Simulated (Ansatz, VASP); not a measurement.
# Zr: VASP beside Ansatz

```
Zr
1.0
     3.23110    0.00000    0.00000
    -1.61555    2.79821    0.00000
     0.00000    0.00000   28.93780
Zr
6
Direct
  0.83333 0.16667 0.27645
  0.16667 0.83333 0.36587
  0.83333 0.16667 0.45529
  0.16667 0.83333 0.54471
  0.83333 0.16667 0.63413
  0.16667 0.83333 0.72355
```

Alike in both runs: task single point; functional PBE; k mesh 15 × 15 × 1; occupations fermi-dirac, width 0.08 eV; no spin polarisation.

|  | VASP | Ansatz |
| --- | --- | --- |
| version | VASP 6.6.1 | Ansatz 0.2.0 |
| potentials or method | VASP PAW PBE potentials, release 64 (Zr_sv) | PAW with Ansatz's default frozen-core files, scalar-relativistic |
| plane-wave cutoff (eV) | 520 | 420 |
| valence electrons in the cell | 72 | 72 |

|  | VASP | Ansatz | Ansatz less VASP |
| --- | --- | --- | --- |
| rms of the force components (eV/Å) | 0.242 | 0.242 | 0.0000 |

Atom by atom the forces differ by 0.001 eV/Å (rms over components).
